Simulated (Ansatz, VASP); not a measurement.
**TeW in VASP and in Ansatz**

Contents of INCAR:

```
  ALGO = Normal
  EDIFF = 1E-6
  ENCUT = 520
  GGA = PE
  ISIF = 2
  ISMEAR = 0
  ISPIN = 2
  LASPH = True
  LCHARG = True
  LELF = True
  LMAXMIX = 4
  LORBIT = 11
  LREAL = False
  LVHAR = True
  LWAVE = False
  MAGMOM = 2.5 2.5 0 0
  NBANDS = 32
  NELM = 150
  PREC = Accurate
  SIGMA = 0.1
```

The input KPOINTS:

```
k-points
0
Gamma
  12 12 8
```

File POSCAR:

```
TeW
1.0
    4.4991820215      0.0000000000      0.0000000000
   -2.2495910108      3.8964059269      0.0000000000
    0.0000000000      0.0000000000      5.2882889359
W Te
2 2
Direct
    0.0000000000      0.0000000000      0.0000000000
    0.0000000000      0.0000000000      0.5000000000
    0.3333333333      0.6666666667      0.2500000000
    0.6666666667      0.3333333333      0.7500000000
```

Input for Ansatz:

```yaml
crystal:
  lattice:
    - [4.4991820215, 0.0, 0.0]
    - [-2.2495910108, 3.8964059269, 0.0]
    - [0.0, 0.0, 5.2882889359]
  atoms:
    - { symbol: W, position: [0.0, 0.0, 0.0], spin: 2.5 }
    - { symbol: W, position: [0.0, 0.0, 0.5], spin: 2.5 }
    - { symbol: Te, position: [0.3333333333, 0.6666666667, 0.25] }
    - { symbol: Te, position: [0.6666666667, 0.3333333333, 0.75] }
basis:
  ecutwfc: 420
kpoints:
  mp_grid: { grid: [12, 12, 8] }
hamiltonian:
  xc: pbe
scf:
  occupations: { method: gaussian, width: 0.1 }
  lower_state_search: "off"
output:
  forces: true
  stress: true
  eigenvalues: true
  populations: true
magnetization:
  spin_polarized: true
```

Alike in both runs: task single point; functional PBE; k mesh 12 × 12 × 8; occupations gaussian, width 0.1 eV; collinear spin.

|  | VASP | Ansatz |
| --- | --- | --- |
| version | VASP 6.6.1 | Ansatz 0.2.0 |
| potentials or method | VASP PAW PBE potentials, release 64 (W_sv, Te), cutoff 520 eV | scalar-relativistic, plane waves, PAW |
| valence electrons in the cell | 40 | 60 |

VASP gave:

- gap on the k mesh at the Fermi level (eV): none
- pressure (GPa): -7.0
- traceless stress, the component that is largest in VASP (GPa): -1.30
- net moment per atom (μB): 0.00

Question: What did Ansatz give for the same quantities?

Answer: gap on the k mesh at the Fermi level (eV): none; pressure (GPa): -7.0; traceless stress, the component that is largest in VASP (GPa): -1.46; net moment per atom (μB): 0.00.

A gap of «none» marks a metal or a gap that the smearing closes. With one functional, cell and mesh, what is left measures potentials, basis and numerics. VASP's potentials hold 40 valence electrons a cell and Ansatz's 60, so a difference there can come from the potentials and not from the codes. Ansatz's warnings: seeded moment not kept.

Neither program's run includes spin-orbit coupling.
